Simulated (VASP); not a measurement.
# Bi (C2/m) in VASP: a series of runs

The runs below take Bi through single point, with PBE-based screened hybrid with 25 % exact exchange, r2SCAN, PBE0, HSE06.

Everything below comes from runs of VASP 6.6.1. Logs are shortened: lines on timing, memory, paths and dates and some standing lists are left out, and cuts for length are marked.

## Step 1: The cell of the first run

Symmetry: C2/m, No. 12, monoclinic system. Conventional cell: a = 6.957 Å, b = 6.183 Å, c = 3.438 Å, α = 90.00°, β = 115.29°, γ = 90.00°. Bi (site symmetry m) has 10 Bi at 3.03 to 4.09 Å within 4.1 Å.

## Step 2: Single point, PBE-based screened hybrid with 25 % exact exchange

POSCAR reads:

```
Bi
1.0
    3.4766610565     -3.0914063687     -0.1186703767
    3.4766610565      3.0914063687     -0.1186703767
   -1.3618353556      0.0000000000      3.1563999209
Bi
2
Direct
    0.7644408431      0.7644408431      0.8865559345
    0.2355591569      0.2355591569      0.1134440655
```

INCAR.step1 reads:

```
PREC     = Accurate       # precision mode
ENCUT    = 520            # plane-wave cutoff, eV
EDIFF    = 1E-5           # SCF threshold, eV
ISMEAR   = -1             # smearing method
SIGMA    = 0.05           # smearing width, eV
LREAL    = F              # projectors in reciprocal space
LASPH    = T              # aspherical terms in the spheres
NELM     = 60             # most SCF steps
ALGO     = Normal         # electronic algorithm
ISIF     = 2              # what is computed and relaxed
LWAVE    = T              # write WAVECAR
LCHARG   = F              # write CHGCAR
GGA      = PE             # functional
NBANDS   = 22             # bands
```

INCAR.step2 reads:

```
PREC     = Accurate       # precision mode
ENCUT    = 520            # plane-wave cutoff, eV
EDIFF    = 1E-7           # SCF threshold, eV
ISMEAR   = -1             # smearing method
SIGMA    = 0.05           # smearing width, eV
LREAL    = F              # projectors in reciprocal space
LASPH    = T              # aspherical terms in the spheres
NELM     = 60             # most SCF steps
ALGO     = Normal         # electronic algorithm
ISIF     = 2              # what is computed and relaxed
LWAVE    = F              # write WAVECAR
LCHARG   = F              # write CHGCAR
GGA      = PE             # functional
LHFCALC  = T              # exact exchange
AEXX     = 0.25           # exact-exchange fraction
HFSCREEN = 0.3            # screening, 1/A
PRECFOCK = Normal       
ISTART   = 1            
NBANDS   = 22             # bands
```

KPOINTS reads:

```
regular mesh
0
Gamma
  3 3 5
```

Potentials or basis: VASP PAW PBE potentials, release 64 (Bi_d).

Command:

```console
$ cat potpaw_PBE.64/Bi_d/POTCAR > POTCAR
$ cp INCAR.step1 INCAR
$ mpirun -np 1 vasp_std > vasp.out
$ cp INCAR.step2 INCAR
$ mpirun -np 1 vasp_std > vasp.out
```

OUTCAR:

```text
PREC = Accurate
   ENCUT = 520
   EDIFF = 1E-7
   ISMEAR = -1
   LREAL = F
   LASPH = T
   NELM = 60
   ISIF = 2
   GGA = PE
   LHFCALC = T
   AEXX = 0.25
   HFSCREEN = 0.3
   PRECFOCK = Normal
   ISTART = 1

 ion  position               nearest neighbor table
   1  0.764  0.764  0.887-   2 3.03   2 3.22   2 3.22   2 3.50
   2  0.236  0.236  0.113-   1 3.03   1 3.22   1 3.22   1 3.50

  LATTYP: Found a base centered monoclinic cell.
 ALAT       =     6.9573715612
 B/A-ratio  =     0.8886707693
 C/A-ratio  =     0.4941022133
 COS(beta)  =    -0.4272446659

  Lattice vectors:

 A1 = (   3.4766610565,  -3.0914063687,  -0.1186703767)
 A2 = (   3.4766610565,   3.0914063687,  -0.1186703767)
 A3 = (  -1.3618353556,   0.0000000000,   3.1563999209)

Analysis of symmetry for initial positions (statically):
=====================================================================
 Subroutine PRICEL returns:
 Original cell was already a primitive cell.

 Routine SETGRP: Setting up the symmetry group for a
 base centered monoclinic supercell.

 Subroutine GETGRP returns: Found  4 space group operations
 (whereof  4 operations were pure point group operations)
 out of a pool of  4 trial point group operations.

The static configuration has the point symmetry C_2h.

Analysis of symmetry for dynamics (positions and initial velocities):
=====================================================================
 Subroutine PRICEL returns:
 Original cell was already a primitive cell.

 Routine SETGRP: Setting up the symmetry group for a
 base centered monoclinic supercell.

 Subroutine GETGRP returns: Found  4 space group operations
 (whereof  4 operations were pure point group operations)
 out of a pool of  4 trial point group operations.

The dynamic configuration has the point symmetry C_2h.

 Subroutine INISYM returns: Found  4 space group operations
 (whereof  4 operations are pure point group operations),
 and found     1 'primitive' translations

----------------------------------------------------------------------------------------

                                     Primitive cell

  volume of cell :      66.8493

  direct lattice vectors                    reciprocal lattice vectors
     3.476661056 -3.091406369 -0.118670377     0.145965777 -0.161738685  0.062977240
[... 80 lines left out ...]
   NSW    =      0    number of steps for IOM
   IBRION =     -1    ionic relax: 0-MD 1-quasi-New 2-CG
   NFREE  =      0    steps in history (QN), initial steepest desc. (CG)
   ISIF   =      2    stress and relaxation
   ISYM   =      3    0-nonsym 1-usesym 2-fastsym
   POTIM  = 0.5000    time-step for ionic-motion
   TEBEG  =    0.0;   TEEND  =   0.0 temperature during run
   PSTRESS=    0.0 pullay stress
   NELECT =      30.0000    total number of electrons
   NUPDOWN=      -1.0000    fix difference up-down
   EMIN   =  10.00;   EMAX   =-10.00  energy-range for DOS
   EFERMI =   0.00;   METHOD = LEGACY
   ISMEAR =    -1;   SIGMA  =   0.05  broadening in eV -4-tet -1-fermi 0-gaus
   EFERMI_NEDOS =   21; number of points for ismear=-14 and -15
   IALGO  =     38    algorithm
   IMIX   =      1    mixing-type and parameters
     AMIX     =   0.40;   BMIX     =  1.00
     AMIX_MAG =   1.60;   BMIX_MAG =  1.00
  volume/ion in A,a.u.               =      33.42       225.56
  Fermi-wavevector in a.u.,A,eV,Ry     =   1.253380  2.368545 21.374241  1.570962
  Thomas-Fermi vector in A             =   2.387236
   LORBIT       =      0    0 simple, 1 ext, 2 COOP (PROOUT), +10 PAW based schemes
   GGA     = PE    functional components
   LHFCALC =     T    Hartree Fock is set to
   PRECFOCK=normal    Normal, Fast or Accurate (Low or Medium for compatibility)
   ENCUT4O =  -1.0   cutoff for four orbital integrals eV
   NKREDX  =     1    reduce k-point grid by
   NKREDY  =     1    reduce k-point grid by
   NKREDZ  =     1    reduce k-point grid by
   AEXX    =    0.2500 exact exchange contribution
   HFSCREEN=    0.3000 screening length (either q_TF or 0.3 A-1)
   HFSCREENC=   0.3000 screening length for correlation (either q_TF or 0.3 A-1)
   ENCUTFOCK=  -1.0 apply spherical cutoff to Coloumb kernel
   IVDW    =     0    specifies the selected vdW correction
   LEPSILON=     F    determine dielectric tensor
   LRPA    =     F    only Hartree local field effects (RPA)
 non-spin polarized calculation
  energy-cutoff  :      520.00
  volume of cell :       66.85
 maximum number of plane-waves:      1809
 NGX is ok and might be reduce to    36
  NGX = 28; NGY = 28; NGZ = 20

 number of electron      29.9999988 magnetization

 Free energy of the ion-electron system (eV)
  ---------------------------------------------------
  ext. energy  EPLUGINS =         0.00000000
  ---------------------------------------------------
  free energy    TOTEN  =        -8.70264317 eV

  energy without entropy =       -8.69828718  energy(sigma->0) =       -8.70046517

 E-fermi :   6.5924     XC(G=0):  -8.3445

 val. band max:        6.5829453417   @ k =  -0.0000  -0.0000   0.2000
 cond. band min:       6.9577019360   @ k =  -0.3333  -0.0000   0.4000
 fundamental gap:      0.3747565943
 Fermi energy:         6.5923744281

 k-point     1 :       0.0000    0.0000    0.0000
  band No.  band energies     occupation
      1     -18.1588      2.00000
      2     -18.0559      2.00000
      3     -18.0211      2.00000
      4     -17.9861      2.00000
      5     -17.8970      2.00000
      6     -17.8843      2.00000
[... 389 lines left out ...]
     21      15.5875      0.00000
     22      17.6444      0.00000

------------------------ aborting loop because EDIFF is reached ----------------------------------------

  FORCE on cell =-STRESS in cart. coord.  units (eV):
  Direction    XX          YY          ZZ          XY          YZ          ZX
  --------------------------------------------------------------------------------------
  -------------------------------------------------------------------------------------
  Total        0.0027578      0.0000899     -0.0242278      0.0000000      0.0000000     -0.0099919
  in kB        0.0660973      0.0021544     -0.5806678      0.0000000      0.0000000     -0.2394769
  external PRESSURE =      -0.1708054 kB  Pullay stress =       0.0000000 kB

 VOLUME and BASIS-vectors are now :
 -----------------------------------------------------------------------------
  energy-cutoff  :      520.00
  volume of cell :       66.85
      direct lattice vectors                 reciprocal lattice vectors
     3.476661056 -3.091406369 -0.118670377     0.145965777 -0.161738685  0.062977240
     3.476661056  3.091406369 -0.118670377     0.145965777  0.161738685  0.062977240
    -1.361835356  0.000000000  3.156399921     0.010975677  0.000000000  0.321552114

 POSITION                                       TOTAL-FORCE (eV/Angst)
 -----------------------------------------------------------------------------------
      4.10806      0.00000      2.61689        -0.008455      0.000000     -0.003730
      1.48343      0.00000      0.30217         0.008455      0.000000      0.003730
 -----------------------------------------------------------------------------------
    total drift:                                0.000000      0.000000     -0.000000

  FREE ENERGIE OF THE ION-ELECTRON SYSTEM (eV)
  ---------------------------------------------------
  free  energy   TOTEN  =        -8.7026431729 eV

  energy  without entropy=       -8.6982871759  energy(sigma->0) =       -8.70046517
```

OSZICAR.step1:

```text
N       E                     dE             d eps       ncg     rms          rms(c)
DAV:   1     0.302392793960E+03    0.30239E+03   -0.16222E+04   704   0.167E+03
DAV:   2     0.179543730747E+02   -0.28444E+03   -0.27705E+03   734   0.440E+02
DAV:   3    -0.680928074825E+01   -0.24764E+02   -0.24535E+02   854   0.141E+02
DAV:   4    -0.763586065417E+01   -0.82658E+00   -0.82636E+00   898   0.284E+01
DAV:   5    -0.766415519844E+01   -0.28295E-01   -0.28294E-01  1004   0.482E+00    0.850E-01
DAV:   6    -0.765898855026E+01    0.51666E-02   -0.17778E-02   890   0.152E+00    0.508E-01
DAV:   7    -0.765877664981E+01    0.21190E-03   -0.12202E-02   898   0.120E+00    0.122E-01
DAV:   8    -0.765897499746E+01   -0.19835E-03   -0.15465E-03   806   0.422E-01    0.199E-02
DAV:   9    -0.765898811101E+01   -0.13114E-04   -0.71296E-05   884   0.686E-02    0.997E-03
DAV:  10    -0.765898440907E+01    0.37019E-05   -0.44693E-06   496   0.240E-02
   1 F= -.76589844E+01 E0= -.76563546E+01  d E =-.525956E-02
```

Run time: 46 min. Hardware: 1 thread of Intel Xeon Platinum 8488C (Sapphire Rapids), shared host; peak memory 0.3 GiB.

Results:

```yaml
Free_energy: -8.7026 eV
Pressure: 0.0 GPa
Largest_force: 0.009 eV/Å
Band_gap_on_the_k_mesh: zero (bands 15 and 16 overlap by 3.87 eV)
```

Forces on the atoms (eV/Å):
```
Bi  -0.008  0.000 -0.004
Bi   0.008  0.000  0.004
```

Levels at points of the mesh, in eV from the Fermi level:
```tsv
k point	band 11	band 12	band 13	band 14	band 15	band 16	band 17	band 18	band 19	band 20
(0.00, 0.00, 0.00)	-14.20	-9.14	-3.01	-2.88	3.01	4.03	4.55	4.55	4.91	7.62
```

Caveat: the k points lie up to 0.47 Å⁻¹ apart, too coarse for converged energies and pressures of a metal; the PAW data sets were made with another functional, which shifts forces and pressure a little; spin-orbit coupling is left out, which moves the levels of the heavy elements.

## Step 3: Single point, r2SCAN

This run uses another cell than the first one, of 35.39 Å³/atom.

POSCAR reads:

```
Bi
1.0
    3.5345058698     -3.1738008589      0.0000000000
    3.5345058698      3.1738008589      0.0000000000
   -1.2768189413      0.0000000000      3.1545224618
Bi
2
Direct
    0.7530610000      0.7530610000      0.8573820000
    0.2469390000      0.2469390000      0.1426180000
```

INCAR.step1 reads:

```
PREC = Accurate
ENCUT = 520
ISMEAR = -1
SIGMA = 0.05
LREAL = F
LASPH = T
NELM = 60
NBANDS = 22
GGA = PE
ALGO = Normal
EDIFF = 1E-4
LWAVE = T
LCHARG = F
```

INCAR.step2 reads:

```
PREC = Accurate
ENCUT = 520
EDIFF = 1E-7
ISMEAR = -1
SIGMA = 0.05
LREAL = F
LASPH = T
NELM = 60
ALGO = Normal
ISIF = 2
LWAVE = F
LCHARG = T
METAGGA = R2SCAN
LMIXTAU = T
LELF = T
LVHAR = T
NBANDS = 22
ISTART = 1
```

KPOINTS reads:

```
Automatic mesh
0
Gamma
  6 6 9
```

Potentials or basis: VASP PAW PBE potentials, release 64 (Bi_d).

Command:

```console
$ cat potpaw_PBE.64/Bi_d/POTCAR > POTCAR
$ cp INCAR.step1 INCAR
$ mpirun -np 1 vasp_std > vasp.out
$ cp INCAR.step2 INCAR
$ mpirun -np 1 vasp_std > vasp.out
```

Run time: 5.2 min. Hardware: 1 thread of AMD EPYC 9R45 (Zen 5), shared host; peak memory 0.23 GiB.

It converged, with:

- Free energy: -116.7966 eV
- Pressure: -2.6 GPa
- Largest force: 0.198 eV/Å
- Band gap on the k mesh: zero (bands 15 and 16 overlap by 4.91 eV)

Forces in eV/Å, atoms in the order of the input:
```
Bi   0.163  0.000  0.112
Bi  -0.163  0.000 -0.112
```

Stress tensor (GPa, compression positive):
```
-2.57  0.00 -0.26
 0.00 -3.20  0.00
-0.26  0.00 -2.06
```

Levels at points of the mesh, in eV from the Fermi level:
```tsv
k point	band 13	band 14	band 15	band 16	band 17	band 18
(0.00, 0.00, 0.00)	-3.11	-2.83	3.09	3.23	3.80	4.13
(0.50, 0.00, 0.00)	-1.15	-0.88	-0.70	-0.67	3.48	4.61
(0.50, 0.50, 0.00)	-4.90	-4.87	3.21	3.97	5.17	5.52
```

Caveat: the PAW data sets were made with another functional, which shifts forces and pressure a little; spin-orbit coupling is left out, which moves the levels of the heavy elements.

## Step 4: Single point, r2SCAN

This run uses another cell than the first one, of 36.07 Å³/atom.

POSCAR reads:

```
Bi
1.0
    3.5570192531     -3.1940166960      0.0000000000
    3.5570192531      3.1940166960      0.0000000000
   -1.2849517653      0.0000000000      3.1746155033
Bi
2
Direct
    0.7530610000      0.7530610000      0.8573820000
    0.2469390000      0.2469390000      0.1426180000
```

INCAR.step1 reads:

```
SYSTEM = Bi
ALGO     = Normal         ! electronic algorithm
EDIFF    = 1E-4           ! SCF threshold, eV
ENCUT    = 520            ! plane-wave cutoff, eV
GGA      = PE             ! functional
ISMEAR   = -1             ! smearing method
LASPH    = .True.         ! aspherical terms in the spheres
LCHARG   = .False.        ! write CHGCAR
LREAL    = .False.        ! projectors in reciprocal space
LWAVE    = .True.         ! write WAVECAR
NBANDS   = 22             ! bands
NELM     = 80             ! most SCF steps
PREC     = Accurate       ! precision mode
SIGMA    = 0.05           ! smearing width, eV
```

INCAR.step2 reads:

```
SYSTEM = Bi
ALGO     = Normal         ! electronic algorithm
EDIFF    = 1E-7           ! SCF threshold, eV
ENCUT    = 520            ! plane-wave cutoff, eV
ISIF     = 2              ! what is computed and relaxed
ISMEAR   = -1             ! smearing method
ISTART   = 1            
LASPH    = .True.         ! aspherical terms in the spheres
LCHARG   = .False.        ! write CHGCAR
LMIXTAU  = .True.       
LREAL    = .False.        ! projectors in reciprocal space
LWAVE    = .False.        ! write WAVECAR
METAGGA  = R2SCAN         ! meta-GGA
NBANDS   = 22             ! bands
NELM     = 80             ! most SCF steps
PREC     = Accurate       ! precision mode
SIGMA    = 0.05           ! smearing width, eV
```

KPOINTS reads:

```
k-points
0
Gamma
  6 6 9
  0 0 0
```

Command:

```console
$ cat potpaw_PBE.64/Bi_d/POTCAR > POTCAR
$ cp INCAR.step1 INCAR
$ mpirun -np 1 vasp_std > vasp.out
$ cp INCAR.step2 INCAR
$ mpirun -np 1 vasp_std > vasp.out
```

Run time: 5.3 min. Hardware: 1 thread of AMD EPYC 9R45 (Zen 5), shared host; peak memory 0.23 GiB.

It converged, with:

* Free energy: -116.7719 eV
* Pressure: -3.3 GPa
* Largest force: 0.223 eV/Å
* Band gap on the k mesh: zero (bands 15 and 16 overlap by 4.81 eV)

Forces on the atoms (eV/Å):
```
Bi   0.183  0.000  0.127
Bi  -0.183  0.000 -0.127
```

Stress tensor (GPa, compression positive):
```
-3.29  0.00 -0.26
 0.00 -3.93  0.00
-0.26  0.00 -2.81
```

Levels at points of the mesh, in eV from the Fermi level:
```
           k point  band 13  band 14  band 15  band 16  band 17  band 18
(0.00, 0.00, 0.00)    -3.03    -2.76     3.04     3.26     3.74     4.05
(0.50, 0.00, 0.00)    -1.12    -0.87    -0.68    -0.63     3.43     4.52
(0.50, 0.50, 0.00)    -4.78    -4.75     3.16     3.91     5.06     5.39
```

Caveat: the cell stands under tension; the PAW data sets were made with another functional, which shifts forces and pressure a little; spin-orbit coupling is left out, which moves the levels of the heavy elements.

## Step 5: Single point, PBE0

This run uses another cell than the first one, of 33.24 Å³/atom.

POSCAR reads:

```
Bi
1.0
    3.4715485275     -3.0863503366     -0.1217541694
    3.4715485275      3.0863503366     -0.1217541694
   -1.3627407493      0.0000000000      3.1500402818
Bi
2
Direct
    0.7649083029      0.7649083029      0.8875677920
    0.2350916971      0.2350916971      0.1124322080
```

INCAR.step1 reads:

```
PREC = Accurate
ENCUT = 520
EDIFF = 1E-5
ISMEAR = -1
SIGMA = 0.05
LREAL = False
LASPH = True
NELM = 60
ALGO = Normal
ISIF = 2
LWAVE = True
NBANDS = 22
GGA = PE
```

INCAR.step2 reads:

```
PREC = Accurate
ENCUT = 520
EDIFF = 1E-6
ISMEAR = -1
SIGMA = 0.05
LREAL = False
LASPH = True
NELM = 60
ALGO = Normal
ISIF = 2
LWAVE = False
LCHARG = True
GGA = PE
LHFCALC = True
AEXX = 0.25
PRECFOCK = Normal
LELF = True
LVHAR = True
NBANDS = 22
ISTART = 1
```

KPOINTS reads:

```
regular mesh
0
Gamma
  3 3 5
```

Command:

```console
$ cat potpaw_PBE.64/Bi_d/POTCAR > POTCAR
$ cp INCAR.step1 INCAR
$ mpirun -np 1 vasp_std > vasp.out
$ cp INCAR.step2 INCAR
$ mpirun -np 1 vasp_std > vasp.out
```

Wall time 39 min (1 thread of Intel Xeon Platinum 8375C at 2.90GHz (Ice Lake), shared host); peak memory 0.21 GiB.

Results (log left out):

| Item | Value |
| --- | --- |
| Free energy | -10.1824 eV |
| Pressure | -0.2 GPa |
| Largest force | 0.017 eV/Å |
| Band gap on the k mesh | zero (bands 15 and 16 overlap by 4.71 eV) |

Forces on the atoms (eV/Å):
```
Bi  -0.015  0.000 -0.009
Bi   0.015  0.000  0.009
```

Stress tensor (GPa, compression positive):
```
-0.13  0.00  0.02
 0.00 -0.17  0.00
 0.02  0.00 -0.26
```

Levels at points of the mesh, in eV from the Fermi level:
| k point | band 13 | band 14 | band 15 | band 16 | band 17 | band 18 |
| --- | --- | --- | --- | --- | --- | --- |
| (0.00, 0.00, 0.00) | -3.53 | -3.39 | 3.41 | 4.57 | 5.09 | 5.11 |

Caveat: the k points lie up to 0.48 Å⁻¹ apart, too coarse for converged energies and pressures of a metal; the PAW data sets were made with another functional, which shifts forces and pressure a little; spin-orbit coupling is left out, which moves the levels of the heavy elements.

[end of part 1 of 2]
